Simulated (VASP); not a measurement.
# MgO (P1) in VASP: single point with PBE

Aim: the single point of MgO with PBE.

Program: VASP 6.6.1. These are calculated values, not measurements. Logs are shortened: lines on timing, memory, paths and dates and some standing lists are left out, and cuts for length are marked.

## (1) The cell of the first run

The typed cell holds 32 atoms: a = 7.367 Å, b = 7.367 Å, c = 7.367 Å, α = 109.47°, β = 109.47°, γ = 109.47°.

## (2) Single point, PBE

The input, INCAR:

```
SYSTEM = MgO
  PREC = Accurate
  ENCUT = 600
  EDIFF = 1E-6
  ISMEAR = 0
  SIGMA = 0.02
  LREAL = Auto
  LASPH = .TRUE.
  NELM = 120
  ALGO = Normal
  ISIF = 2
  LWAVE = .FALSE.
  LCHARG = .FALSE.
  GGA = PE
  NBANDS = 86
  GGA_COMPAT = .FALSE.
```

The input, KPOINTS:

```
Automatic mesh
0
Gamma
  2 2 2
  0.5 0.5 0.5
```

The input, POSCAR:

```
MgO
1.0
   -4.2535896552     -4.2535896552      4.2535896552
    4.2535896552      4.2535896552      4.2535896552
   -4.2535896552      4.2535896552     -4.2535896552
Mg O
16 16
Direct
    0.7523485928      0.5008223198      0.7493456057
    0.0022263293      0.5007668664      0.4993452104
    0.7521917006      0.7508058595      0.4992276366
    0.2522533431      0.5007901988      0.2495486406
    0.0023689493      0.7508684304      0.2493582017
    0.7522777942      0.0008785132      0.2493468105
    0.5023734974      0.5006823086     -0.0005344180
    0.2523598434      0.7507128542     -0.0004938488
    0.0022535294      0.0007458479     -0.0006457850
    0.7522516126      0.2507056314     -0.0007207519
    0.5022416947      0.7505846623      0.7494029507
    0.2522350106      0.0006481910      0.7494750738
    0.0023828226      0.2508117906      0.7494657787
    0.5023626414      0.0007885917      0.4995341863
    0.2522414692      0.2506308230      0.4994615071
    0.5022663487      0.2508081704      0.2494837793
    0.0022975464      0.5005670200     -0.0006598728
    0.2523440359      0.5005695634      0.7494506671
    0.0022726532      0.7505538612      0.7492799444
    0.5022493135      0.5004816550      0.4993451856
    0.2522719055      0.7504167323      0.4993031030
    0.0023622965      0.0005661561      0.4992940245
    0.7522267566      0.5005598954      0.2493127244
    0.5023676305      0.7505743767      0.2494715473
    0.2522706734      0.0004536082      0.2492822883
    0.0023130256      0.2505320790      0.2493204814
    0.7523089129      0.7505394137     -0.0006881819
    0.5023606682      0.0005335746     -0.0006574847
    0.2523148467      0.2505205536     -0.0006754594
    0.7523472139      0.0006236242      0.7493376032
    0.5023097248      0.2504702224      0.7492798979
    0.7523307029      0.2505823980      0.4992863970
```

Potentials or basis: VASP PAW PBE potentials, release 64 (Mg, O).

The run is started by

```sh
$ cat potpaw_PBE.64/Mg/POTCAR potpaw_PBE.64/O/POTCAR > POTCAR
$ mpirun -np 1 vasp_std > vasp.out
```

OUTCAR:

```text
SYSTEM = MgO
   PREC = Accurate
   ENCUT = 600
   EDIFF = 1E-6
   ISMEAR = 0
   LREAL = Auto
   LASPH = .TRUE.
   NELM = 120
   ISIF = 2
   GGA = PE

 ion  position               nearest neighbor table
   1  0.752  0.501  0.749-  19 2.13  27 2.13  20 2.13  17 2.13  32 2.13  31 2.13  16 3.01  11 3.01
                             2 3.01   9 3.01   8 3.01   5 3.01  14 3.01  13 3.01  10 3.01   7 3.01
   2  0.002  0.501  0.499-  19 2.13  21 2.13  23 2.13  32 2.13  26 2.13  18 2.13   4 3.01   1 3.01
                            12 3.01   6 3.01  16 3.01  11 3.01  10 3.01   3 3.01  13 3.01   5 3.01
   3  0.752  0.751  0.499-  24 2.12  30 2.13  22 2.13  23 2.13  20 2.13  19 2.13   7 3.01  14 3.01
                             4 3.01   6 3.01  16 3.01  13 3.01  12 3.01   5 3.01   2 3.01   1 3.01
   4  0.252  0.501  0.250-  21 2.12  17 2.13  26 2.13  24 2.13  20 2.13  29 2.13   2 3.01  11 3.01
                             3 3.01   5 3.01   8 3.01  16 3.01  14 3.01  10 3.01   9 3.01  15 3.01
   5  0.002  0.751  0.249-  25 2.12  22 2.13  27 2.13  17 2.13  21 2.13  23 2.13  15 3.01   8 3.01
                             9 3.01   4 3.01  14 3.01   7 3.01   1 3.01   3 3.01   2 3.01   6 3.01
   6  0.752  0.001  0.249-  28 2.12  32 2.13  26 2.13  24 2.13  22 2.13  27 2.13   2 3.01  10 3.01
                             8 3.01  16 3.01  11 3.01   3 3.01  15 3.01   9 3.01   5 3.01  14 3.01
   7  0.502  0.501  0.999-  23 2.13  24 2.13  18 2.13  27 2.13  29 2.13  31 2.13   3 3.01  10 3.01
                            16 3.01  11 3.01  13 3.01   5 3.01  15 3.01  12 3.01   8 3.01   1 3.01
   8  0.252  0.751  1.000-  25 2.13  28 2.13  17 2.13  24 2.13  19 2.13  18 2.13   5 3.01  13 3.01
                             6 3.01   4 3.01  12 3.01  11 3.01   1 3.01  14 3.01   7 3.01  16 3.01
   9  0.002  0.001  0.999-  26 2.13  30 2.13  29 2.13  27 2.13  25 2.13  19 2.13  12 3.01   5 3.01
[... 17 lines left out ...]
  19  0.002  0.751  0.749-   2 2.13   1 2.13  12 2.13   8 2.13   9 2.13   3 2.13
  20  0.502  0.500  0.499-  16 2.12   1 2.13  15 2.13   4 2.13  11 2.13   3 2.13
  21  0.252  0.750  0.499-   4 2.12   2 2.13  11 2.13  14 2.13   5 2.13  12 2.13
  22  0.002  0.001  0.499-   5 2.13  15 2.13   3 2.13  12 2.13   6 2.13  13 2.13
[... 8 lines left out ...]
  31  0.502  0.250  0.749-  14 2.12  10 2.13  15 2.13  12 2.13   1 2.13   7 2.13
  32  0.752  0.251  0.499-   6 2.13  13 2.13  14 2.13   2 2.13  16 2.13   1 2.13

  LATTYP: Found a body centered cubic cell.
 ALAT       =     8.5071793104

  Lattice vectors:

 A1 = (  -4.2535896552,  -4.2535896552,   4.2535896552)
 A2 = (   4.2535896552,   4.2535896552,   4.2535896552)
 A3 = (  -4.2535896552,   4.2535896552,  -4.2535896552)

Analysis of symmetry for initial positions (statically):
=====================================================================
 Subroutine PRICEL returns:
 Original cell was already a primitive cell.

 Routine SETGRP: Setting up the symmetry group for a
 body centered cubic supercell.

 Subroutine GETGRP returns: Found  1 space group operations
 (whereof  1 operations were pure point group operations)
 out of a pool of 48 trial point group operations.

The static configuration has the point symmetry C_1 .
[... 169 lines left out ...]
   IALGO  =     38    algorithm
   IMIX   =      4    mixing-type and parameters
     AMIX     =   0.40;   BMIX     =  1.00
     AMIX_MAG =   1.60;   BMIX_MAG =  1.00
  volume/ion in A,a.u.               =       9.62        64.92
  Fermi-wavevector in a.u.,A,eV,Ry     =   1.221901  2.309057 20.314059  1.493041
  Thomas-Fermi vector in A             =   2.357067
   LORBIT       =      0    0 simple, 1 ext, 2 COOP (PROOUT), +10 PAW based schemes
   GGA     = PE    functional components
   LHFCALC =     F    Hartree Fock is set to
   AEXX    =    0.0000 exact exchange contribution
   IVDW    =     0    specifies the selected vdW correction
   LEPSILON=     F    determine dielectric tensor
   LRPA    =     F    only Hartree local field effects (RPA)
 non-spin polarized calculation
 Gauss-broadening in eV      SIGMA  =   0.02
  energy-cutoff  :      600.00
  volume of cell :      307.84
 maximum number of plane-waves:     10240
 NGX is ok and might be reduce to    60
   NGX = 29   NGY = 29   NGZ = 29

 number of electron     128.0000015 magnetization

 Free energy of the ion-electron system (eV)
  ---------------------------------------------------
  ext. energy  EPLUGINS =         0.00000000
  ---------------------------------------------------
  free energy    TOTEN  =      -190.64074663 eV

  energy without entropy =     -190.64074663  energy(sigma->0) =     -190.64074663

 E-fermi :   2.8944     XC(G=0): -10.9398

 val. band max:        2.7430178629   @ k =  -0.2500   0.2500   0.2500
 cond. band min:       8.6261136594   @ k =  -0.2500   0.2500   0.2500
 fundamental gap:      5.8830957965
 Fermi energy:         2.8943603112

 k-point     1 :       0.2500    0.2500    0.2500
  band No.  band energies     occupation
      1     -13.5917      2.00000
      2     -13.5916      2.00000
      3     -13.5914      2.00000
      4     -13.5912      2.00000
      5     -12.8228      2.00000
      6     -12.8227      2.00000
[... 305 lines left out ...]
     75      12.5575      0.00000
     76      12.8826      0.00000
 [bands above 76 left out]

------------------------ aborting loop because EDIFF is reached ----------------------------------------

  FORCE on cell =-STRESS in cart. coord.  units (eV):
  Direction    XX          YY          ZZ          XY          YZ          ZX
  --------------------------------------------------------------------------------------
  -------------------------------------------------------------------------------------
  Total       -1.7764616     -1.7765360     -1.7625435      0.0072619      0.0055085      0.0008970
  in kB       -9.2456965     -9.2460840     -9.1732589      0.0377950      0.0286692      0.0046687
  external PRESSURE =      -9.2216798 kB  Pullay stress =       0.0000000 kB

 VOLUME and BASIS-vectors are now :
 -----------------------------------------------------------------------------
  energy-cutoff  :      600.00
  volume of cell :      307.84
      direct lattice vectors                 reciprocal lattice vectors
    -4.253589655 -4.253589655  4.253589655    -0.117547775  0.000000000  0.117547775
     4.253589655  4.253589655  4.253589655     0.000000000  0.117547775  0.117547775
    -4.253589655  4.253589655 -4.253589655    -0.117547775  0.117547775  0.000000000

 POSITION                                       TOTAL-FORCE (eV/Angst)
 -----------------------------------------------------------------------------------
     -4.25730      2.11752      2.14307        -0.004614     -0.006041     -0.005475
     -0.00342      4.24460      0.01552        -0.005867     -0.006551     -0.001450
     -2.12940      2.11761      4.26963        -0.012406     -0.004996     -0.002963
     -0.00430      2.11865      2.14166        -0.001632     -0.013930      0.000996
      2.12314      4.24448      2.14330        -0.004792     -0.006859     -0.010141
     -4.25676     -2.13553      2.14300        -0.008557     -0.008729     -0.005424
[... 24 lines left out ...]
     -4.25835      2.11591      0.01489         0.002915      0.009844      0.000219
     -4.25799     -0.01047      2.14222         0.001182      0.008995     -0.001243
 -----------------------------------------------------------------------------------
    total drift:                               -0.017592     -0.045034      0.053393

  FREE ENERGIE OF THE ION-ELECTRON SYSTEM (eV)
  ---------------------------------------------------
  free  energy   TOTEN  =      -190.6407466310 eV

  energy  without entropy=     -190.6407466310  energy(sigma->0) =     -190.64074663
```

stdout:

```text
POSCAR found type information on POSCAR MgO
 POSCAR found :  2 types and      32 ions
 scaLAPACK will be used
 LDA part: xc-table for (Slater+PW92), standard interpolation
 POSCAR, INCAR and KPOINTS ok, starting setup
 FFT: planning ... GRIDC
 FFT: planning ... GRID_SOFT
 FFT: planning ... GRID
 WAVECAR not read
 entering main loop
```

It took 8 min on 1 thread of AMD EPYC 9755, shared host; peak memory 0.47 GiB.

Results:

| Property | Result |
| --- | --- |
| Free energy | -190.6407 eV |
| Pressure | -0.9 GPa |
| Largest force | 0.014 eV/Å |
| Band gap on the k mesh | 5.88 eV |

Forces in eV/Å, atoms in the order of the input:
```
Mg  -0.005 -0.006 -0.005
Mg  -0.006 -0.007 -0.001
Mg  -0.012 -0.005 -0.003
Mg  -0.002 -0.014  0.001
Mg  -0.005 -0.007 -0.010
Mg  -0.009 -0.009 -0.005
Mg   0.001 -0.004  0.000
Mg   0.000 -0.007  0.001
Mg  -0.004 -0.007  0.000
Mg  -0.006 -0.002 -0.002
Mg  -0.001 -0.004  0.004
Mg  -0.002 -0.010  0.004
Mg  -0.001 -0.007 -0.002
Mg   0.001 -0.009  0.000
Mg  -0.001 -0.006  0.005
Mg  -0.002 -0.011 -0.001
O    0.002  0.005  0.001
O    0.005  0.003  0.001
O    0.001  0.007  0.001
O    0.003  0.007  0.004
O    0.004  0.012  0.004
O    0.003  0.009 -0.002
O    0.001  0.002  0.004
O    0.009  0.004  0.003
O    0.002  0.009  0.004
O    0.004  0.008  0.001
O    0.004  0.007  0.001
O    0.006  0.008 -0.002
O    0.002  0.009  0.000
O    0.002  0.004 -0.003
O    0.003  0.010  0.000
O    0.001  0.009 -0.001
```

Caveat: a shifted mesh leaves out Γ, where band edges can lie.
